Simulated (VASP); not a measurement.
Input of a VASP 6.6.1 run:

The input INCAR:

```
SYSTEM = HgPd
PREC = Accurate ; ENCUT = 600
EDIFF = 1E-6 ; ISMEAR = -1
SIGMA = 0.1 ; LREAL = .FALSE.
LASPH = .TRUE. ; NELM = 80
ALGO = Normal ; ISIF = 3
LWAVE = .FALSE. ; LCHARG = .FALSE.
GGA = PS ; IBRION = 2
NSW = 100 ; EDIFFG = -0.002
```

The input KPOINTS:

```
Automatic mesh
0
G
  10 10 10
  0 0 0
```

File POSCAR:

```
HgPd
1.0
    3.0260000000      0.0000000000      0.0000000000
    0.0000000000      3.0260000000      0.0000000000
    0.0000000000      0.0000000000      3.7020000000
Hg Pd
1 1
Direct
    0.0000000000      0.0000000000      0.0000000000
    0.5000000000      0.5000000000      0.5000000000
```

Potentials or basis: VASP PAW PBE potentials, release 64 (Hg, Pd).

The run is started by

```console
$ cat potpaw_PBE.64/Hg/POTCAR potpaw_PBE.64/Pd/POTCAR > POTCAR
$ mpirun -np 1 vasp_std > vasp.out
```

Task: Predict the relaxed cell.

Result: a = 3.024 Å, b = 3.024 Å, c = 3.736 Å, α = 90.00°, β = 90.00°, γ = 90.00°.

Task: Predict the space group after relaxing (to 0.05 Å).

Result: P4/mmm (No. 123).

Final structure:
```
Hg Pd
1.0
     3.02372    0.00000    0.00000
     0.00000    3.02372    0.00000
     0.00000    0.00000    3.73622
Hg Pd
1 1
Direct
  0.00000 0.00000 0.00000
  0.50000 0.50000 0.50000
```

 Zero-point motion and thermal expansion aren't in these numbers.
